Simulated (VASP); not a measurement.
# Al3GaN4 (Pm) in VASP: further runs, part 2 of 2

VASP 6.6.1. The steps go on from the part before.

## Step 4: Relaxation of cell and atoms, PBEsol, target pressure 20 GPa, at which the enthalpy is minimised

This run uses another cell than the first one, of 9.81 Å³/atom, 0.917 times its volume.

The input, INCAR:

```
PREC = Accurate
ENCUT = 600
EDIFF = 1E-7
ISMEAR = 0
SIGMA = 0.02
LREAL = F
LASPH = T
NELM = 80
ALGO = Normal
ISIF = 3
LWAVE = F
LCHARG = F
GGA = PS
IBRION = 2
NSW = 70
EDIFFG = -0.008
PSTRESS = 200.0
```

The input, KPOINTS:

```
regular mesh
0
Gamma
  6 8 4
```

The input, POSCAR:

```
Al3GaN4
1.0
    4.8939261553      0.0000000000     -0.0001368621
    0.0000000000      3.0434102679      0.0000000000
   -0.0034072788      0.0000000000      5.2668551044
Al Ga N
3 1 4
Direct
    0.5005366394      0.5000000000      0.1674528096
    0.0012948290      0.5000000000      0.8349434567
    0.0013988389      0.0000000000      0.3315455485
    0.4993896524      0.0000000000      0.6660751901
    0.1106476941      0.0000000000      0.6662817684
    0.1223445806      0.5000000000      0.1672593244
    0.6249180880      0.5000000000      0.8402149717
    0.6230686776      0.0000000000      0.3262279303
```

Potentials or basis: VASP PAW PBE potentials, release 64 (Al, Ga_d, N).

Started as:

```
> cat potpaw_PBE.64/Al/POTCAR potpaw_PBE.64/Ga_d/POTCAR potpaw_PBE.64/N/POTCAR > POTCAR
> mpirun -np 1 vasp_std > vasp.out
```

OUTCAR:

```text
PREC = Accurate
   ENCUT = 600
   EDIFF = 1E-7
   ISMEAR = 0
   LREAL = F
   LASPH = T
   NELM = 80
   ISIF = 3
   GGA = PS
   IBRION = 2
   NSW = 70
   EDIFFG = -0.008
   PSTRESS = 200.0

 ion  position               nearest neighbor table
   1  0.501  0.500  0.167-   7 1.83   8 1.84   8 1.84   6 1.85   2 3.01   3 3.01   3 3.01   3 3.01
                             3 3.01   2 3.01   4 3.04   4 3.04   4 3.05   4 3.05
   2  0.001  0.500  0.835-   5 1.84   5 1.84   7 1.84   6 1.85   1 3.01   4 3.01   4 3.01   1 3.01
                             4 3.02   4 3.02   3 3.03   3 3.03   3 3.06   3 3.06
   3  0.001  0.000  0.332-   5 1.84   6 1.85   6 1.85   8 1.85   1 3.01   1 3.01   4 3.01   1 3.01
                             1 3.01   4 3.02   2 3.03   2 3.03   2 3.06   2 3.06
   4  0.499  0.000  0.666-   7 1.88   7 1.88   8 1.89   5 1.90   3 3.01   2 3.01   2 3.01   2 3.02
                             2 3.02   3 3.02   1 3.04   1 3.04   1 3.05   1 3.05
[... 474 lines left out ...]
  free energy    TOTEN  =       -59.66096466 eV

  energy without entropy =      -59.66096466  energy(sigma->0) =      -59.66096466

 E-fermi :   6.8160     XC(G=0): -11.7224

 val. band max:        6.6855257283   @ k =   0.0000   0.0000   0.0000
 cond. band min:      10.8595926266   @ k =   0.0000   0.0000   0.0000
 fundamental gap:      4.1740668983
 Fermi energy:         6.8159958324

 k-point     1 :       0.0000    0.0000    0.0000
  band No.  band energies     occupation
      1      -9.2772      2.00000
      2      -7.5907      2.00000
      3      -7.5430      2.00000
      4      -6.5918      2.00000
      5      -6.1174      2.00000
      6      -6.0083      2.00000
[... 685 lines left out ...]
     25      13.7801      0.00000
     26      15.6391      0.00000

 [... further k-points ...]

------------------------ aborting loop because EDIFF is reached ----------------------------------------

  FORCE on cell =-STRESS in cart. coord.  units (eV):
  Direction    XX          YY          ZZ          XY          YZ          ZX
  --------------------------------------------------------------------------------------
  -------------------------------------------------------------------------------------
  Total        9.8046048      9.7705410      9.7649213      0.0000000      0.0000000      0.0006001
  in kB      200.0442041    199.3491976    199.2345381      0.0000000      0.0000000      0.0122448
  external PRESSURE =      -0.4573534 kB  Pullay stress =     200.0000000 kB
[... 27 lines left out ...]
  energy  without entropy=      -59.6609646607  energy(sigma->0) =      -59.66096466

  enthalpy is  TOTEN    =       -49.8585263973 eV   P V=        9.8024382634

 reached required accuracy - stopping structural energy minimisation
```

OSZICAR:

```text
N       E                     dE             d eps       ncg     rms          rms(c)
DAV:   1     0.402464871055E+03    0.40246E+03   -0.21680E+04  3690   0.229E+03
DAV:   2    -0.122368959287E+02   -0.41470E+03   -0.40074E+03  4376   0.548E+02
DAV:   3    -0.666507859146E+02   -0.54414E+02   -0.53363E+02  4166   0.170E+02
DAV:   4    -0.690095552360E+02   -0.23588E+01   -0.23505E+01  4834   0.379E+01
[... 50 lines left out ...]
DAV:   1    -0.596609909835E+02   -0.23178E-02   -0.26904E-03  4066   0.476E-01    0.345E-02
DAV:   2    -0.596609751167E+02    0.15867E-04   -0.12962E-04  5596   0.141E-01    0.187E-02
DAV:   3    -0.596609654200E+02    0.96967E-05   -0.15653E-05  5502   0.509E-02    0.539E-03
DAV:   4    -0.596609647550E+02    0.66500E-06   -0.34692E-06  5790   0.170E-02    0.196E-03
DAV:   5    -0.596609646607E+02    0.94332E-07   -0.57822E-07  4338   0.634E-03
   7 F= -.49858526E+02 E0= -.49858526E+02  d E =-.400158E-05
```

CONTCAR:

```text
Al3GaN4
   1.00000000000000
     4.8884256706482843    0.0000000000000000   -0.0003777444633064
     0.0000000000000000    3.0469872912141622    0.0000000000000000
    -0.0036626192742748    0.0000000000000000    5.2719959376668681
  Al              Ga              N
     3     1     4
Direct
     0.5009267343659646    0.5000000000000000    0.1675431413519104
     0.0017298259479219    0.5000000000000000    0.8350072207507853
     0.0017330573148976    0.0000000000000000    0.3314376739683224
     0.4995241197613348    0.0000000000000000    0.6660217501123497
     0.1101834487357965    0.0000000000000000    0.6662415185368274
     0.1221427075745297    0.5000000000000000    0.1673679882506403
     0.6245603014871539    0.5000000000000000    0.8401037395878098
     0.6227988048124133    0.0000000000000000    0.3262779671413611

  0.00000000E+00  0.00000000E+00  0.00000000E+00
  0.00000000E+00  0.00000000E+00  0.00000000E+00
  0.00000000E+00  0.00000000E+00  0.00000000E+00
  0.00000000E+00  0.00000000E+00  0.00000000E+00
  0.00000000E+00  0.00000000E+00  0.00000000E+00
  0.00000000E+00  0.00000000E+00  0.00000000E+00
  0.00000000E+00  0.00000000E+00  0.00000000E+00
  0.00000000E+00  0.00000000E+00  0.00000000E+00
```

It took 12 min on 1 thread of Oxide Virtual Turin-like, shared host; peak memory 0.27 GiB.

Results:

```
Free energy                                            : -59.6610 eV
Relaxed volume                                         : 9.82 Å³/atom
Relaxed cell                                           : a = 4.888 Å, b = 3.047 Å, c = 5.272 Å, α = 90.00°, β = 90.04°, γ = 90.00°
Space group after relaxing (to 0.05 Å)                 : Pm (No. 6)
Energy change on relaxing (the enthalpy is what falls) : -1.3 meV/atom
Ionic steps                                            : 7
Pressure after relaxing                                : 20.0 GPa
Largest force after relaxing                           : 0.007 eV/Å
Band gap on the k mesh                                 : 4.17 eV, direct
```

Forces in eV/Å, atoms in the order of the input:
```
Al  -0.003  0.000  0.001
Al   0.005  0.000  0.004
Al   0.007  0.000 -0.002
Ga   0.000  0.000 -0.003
N    0.001  0.000  0.002
N   -0.002  0.000 -0.003
N   -0.005  0.000 -0.002
N   -0.003  0.000  0.003
```

Stress tensor (GPa, compression positive):
```
20.00  0.00  0.00
 0.00 19.93  0.00
 0.00  0.00 19.92
```

Step by step:
```csv
step,energy change (eV),largest force (eV/Å),pressure (GPa),volume (Å³)
1,0.0000,0.0387,20.27,78.45
2,-0.0235,0.0323,19.58,78.63
3,-0.0140,0.0193,19.89,78.56
4,-0.0100,0.0104,19.98,78.52
5,-0.0083,0.0105,20.03,78.51
6,-0.0081,0.0113,20.04,78.51
7,-0.0104,0.0070,19.95,78.53
```

Final structure:
```cif
data_structure
_symmetry_space_group_name_H-M 'P 1'
_symmetry_Int_Tables_number 1
_cell_length_a 4.8884
_cell_length_b 3.0470
_cell_length_c 5.2720
_cell_angle_alpha 90.000
_cell_angle_beta 90.044
_cell_angle_gamma 90.000
_cell_volume 78.53
loop_
_atom_site_label
_atom_site_type_symbol
_atom_site_fract_x
_atom_site_fract_y
_atom_site_fract_z
_atom_site_occupancy
Al1 Al 0.50093 0.50000 0.16754 1
Al2 Al 0.00173 0.50000 0.83501 1
Al3 Al 0.00173 0.00000 0.33144 1
Ga1 Ga 0.49952 0.00000 0.66602 1
N1 N 0.11018 0.00000 0.66624 1
N2 N 0.12214 0.50000 0.16737 1
N3 N 0.62456 0.50000 0.84010 1
N4 N 0.62280 0.00000 0.32628 1
```

Levels at points of the mesh, in eV from the valence-band top:
```tsv
k point	band 18	band 19	band 20	band 21	band 22	band 23	band 24	band 25
(0.00, 0.00, 0.00)	-0.84	-0.13	-0.03	0.00	4.17	5.65	6.10	6.59
(0.50, 0.00, 0.00)	-0.77	-0.77	-0.36	-0.30	5.11	5.46	6.27	6.70
(0.00, 0.50, 0.00)	-2.08	-1.98	-1.70	-1.60	5.68	5.71	7.94	8.17
(0.50, 0.50, 0.00)	-1.27	-1.26	-1.22	-0.94	6.44	6.74	6.81	6.83
(0.00, 0.00, 0.50)	-0.64	-0.63	-0.43	-0.22	6.09	6.29	7.41	7.79
(0.50, 0.00, 0.50)	-1.36	-1.31	-1.25	-0.80	6.29	6.47	6.63	6.81
(0.00, 0.50, 0.50)	-2.15	-2.04	-0.86	-0.69	5.39	5.76	5.98	6.11
(0.50, 0.50, 0.50)	-1.66	-1.53	-1.53	-1.25	4.95	5.32	5.38	5.42
```

Caveat: the cell is relaxed towards a set pressure, so the enthalpy falls and the energy may rise; the PAW data sets were made with another functional, which shifts forces and pressure a little. A k mesh can miss the band edges.

## Step 5: The runs side by side

```csv
task,cell,cutoff (eV),smearing,gap on the mesh (eV),pressure (GPa),largest force (eV/Å)
single point,"a = 5.043, b = 3.130, c = 5.418 Å, 8 atoms",520,gaussian 0.05 eV,3.50,-0.1,0.02
single point,"a = 5.043, b = 3.130, c = 5.418 Å, 8 atoms",520,gaussian 0.02 eV,3.50,-0.1,0.01
relaxation of cell and atoms,"relaxed to 20 GPa from a = 4.894, b = 3.043, c = 5.267 Å, 8 atoms",600,gaussian 0.02 eV,4.17,20.0,0.01
```

Alike in all rows: level PBEsol; potentials or basis VASP PAW PBE potentials, release 64 (Al, Ga_d, N); no spin polarisation; k mesh 6 × 8 × 4.

Caveats: the PAW data sets were made with another functional, which shifts forces and pressure a little; the cell is relaxed towards a set pressure, so the enthalpy falls and the energy may rise (some runs).

Absolute energies hang on the potentials; compare differences alone.
